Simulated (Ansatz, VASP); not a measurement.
## One calculation of AlN, two programs

```xyz
2
Lattice="0.0000 2.1840 2.1840 2.1840 0.0000 2.1840 2.1840 2.1840 0.0000" Properties=species:S:1:pos:R:3 pbc="T T T"
Al    0.0000    0.0000    0.0000
N     1.0920    1.0920    1.0920
```

Alike in both runs: functional B3LYP; k mesh 6 × 6 × 6; occupations fermi-dirac, width 0.05 eV; no spin polarisation.

|  | VASP | Ansatz |
| --- | --- | --- |
| version | VASP 6.6.1 | Ansatz 0.2.0 |
| potentials or method | VASP PAW PBE potentials, release 64 (Al, N) | Ansatz PAW |
| plane-wave cutoff (eV) | 520 | 420 |
| valence electrons in the cell | 8 | 8 |
| task | single point | band structure |

```tsv
	VASP	Ansatz	Ansatz less VASP
gap on the k mesh at the Fermi level (eV)	5.26	5.26	0.000
least direct gap on the mesh (eV)	6.18	6.18	+0.004
pressure (GPa)	3.1	2.5	-0.66
```

VASP's potentials were made for PBE, not for B3LYP.
